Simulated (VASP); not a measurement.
## Si15C7: single point with PBE

The system is Si15C7.

```
CELL_PARAMETERS angstrom
7.04985 0.07333 -0.08023
0.07333 7.44674 0.28042
-0.08023 0.28042 6.93638
ATOMIC_POSITIONS crystal
Si 0.49038 0.17552 0.14206
Si 0.36690 0.76228 0.06247
Si 0.15227 0.31306 0.58770
Si 0.84313 0.22294 0.90836
Si 0.52303 0.83693 0.37922
Si 0.51818 0.47075 0.39831
Si 0.25031 0.00553 0.47851
Si 0.67086 0.84487 0.98197
Si 0.21917 0.48897 0.97329
Si 0.82878 0.61956 0.35249
Si 0.98622 0.89844 0.76749
Si 0.93007 0.95693 0.26129
Si 0.42676 0.58701 0.70132
Si 0.81282 0.34075 0.23883
Si 0.82693 0.57137 0.69984
C 0.33679 0.31013 0.82605
C 0.18995 0.92264 0.22332
C 0.61766 0.07988 0.86676
C 0.45181 0.17807 0.82555
C 0.88734 0.71604 0.08796
C 0.95257 0.70341 0.91098
C 0.33291 0.45551 0.21648
```

| Quantity | Value |
| --- | --- |
| Program | VASP 6.6.1 |
| Task | single point |
| Functional | PBE |
| Potentials or basis | VASP PAW PBE potentials, release 64 (Si, C) |
| Cutoff | 520 eV |
| k mesh | 1 × 1 × 1, shifted |
| Occupations | fermi-dirac, width 0.2482 eV |
| Spin | no spin polarisation |

| Quantity | Value |
| --- | --- |
| Pressure | -2.9 GPa |
| Largest force | 5.002 eV/Å |
| Band gap on the k mesh | 0.45 eV |

Forces on the atoms (eV/Å):
```
Si   0.219  1.127  1.049
Si  -1.702  0.545  1.428
Si   0.011  0.264 -0.067
Si   1.000  0.040 -0.367
Si   1.190 -0.324 -0.030
Si  -0.335  0.148  0.151
Si  -0.829 -0.197 -0.082
Si  -0.860  0.566 -0.776
Si  -0.471 -0.575  0.426
Si   0.254  1.721 -0.160
Si   1.335  3.153 -2.697
Si   0.059  0.004 -0.452
Si   0.814  0.062 -0.918
Si  -0.255 -2.633 -0.527
Si  -0.535 -0.661  0.758
C   -3.457  2.456 -0.544
C    0.757  0.169  0.470
C   -0.091  1.050 -0.020
C    3.224 -3.267  1.391
C   -2.947  0.450  4.016
C    2.553 -3.557 -1.829
C    0.066 -0.541 -1.221
```

Stress tensor (GPa, compression positive):
```
-2.10  1.76  2.99
 1.76 -3.79 -2.39
 2.99 -2.39 -2.84
```

Levels at points of the mesh, in eV from the valence-band top:
| k point | band 41 | band 42 | band 43 | band 44 | band 45 | band 46 | band 47 | band 48 |
| --- | --- | --- | --- | --- | --- | --- | --- | --- |
| (0.25, 0.25, 0.25) | -0.74 | -0.36 | -0.18 | 0.00 | 0.45 | 0.62 | 0.76 | 1.19 |

Run time: 61 s on 1 thread of AMD EPYC 7R43 64-Core Processor (Zen 3), on a shared host, peak memory 0.32 GiB.

Caveat: the k points lie up to 0.91 Å⁻¹ apart.
